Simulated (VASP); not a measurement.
Here is a VASP 6.6.1 calculation.

File INCAR:

```
ALGO = Normal ; EDIFF = 1E-7
EDIFFG = -0.02 ; ENCUT = 600
GGA = CA ; IBRION = 2
ISIF = 3 ; ISMEAR = -1
LASPH = True ; LCHARG = False
LREAL = False ; LWAVE = False
NELM = 60 ; NSW = 60
PREC = Accurate ; PSTRESS = 400.0
SIGMA = 0.1
```

Contents of KPOINTS:

```
k-points
0
Gamma
  9 9 9
```

The input POSCAR:

```
Re
1.0
    2.5300000000      0.0000000000      0.0000000000
    0.0000000000      2.5300000000      0.0000000000
    0.0000000000      0.0000000000      2.5300000000
Re
1
Direct
    0.0000000000      0.0000000000      0.0000000000
```

Potentials or basis: VASP PAW LDA potentials, release 64 (Re).

Command:

```bash
$ cat potpaw_LDA.64/Re/POTCAR > POTCAR
$ mpirun -np 1 vasp_std > vasp.out
```

(1) Estimate the relaxed volume.

(2) Estimate the relaxed cell.

(3) What does it give for the space group after relaxing (to 0.05 Å)?

## Answers

(1) 14.66 Å³/atom.

(2) a = 2.447 Å, b = 2.447 Å, c = 2.447 Å, α = 90.00°, β = 90.00°, γ = 90.00°.

(3) Pm-3m (No. 221).

Caveat: the cell is relaxed towards a set pressure, so the enthalpy falls and the energy may rise.
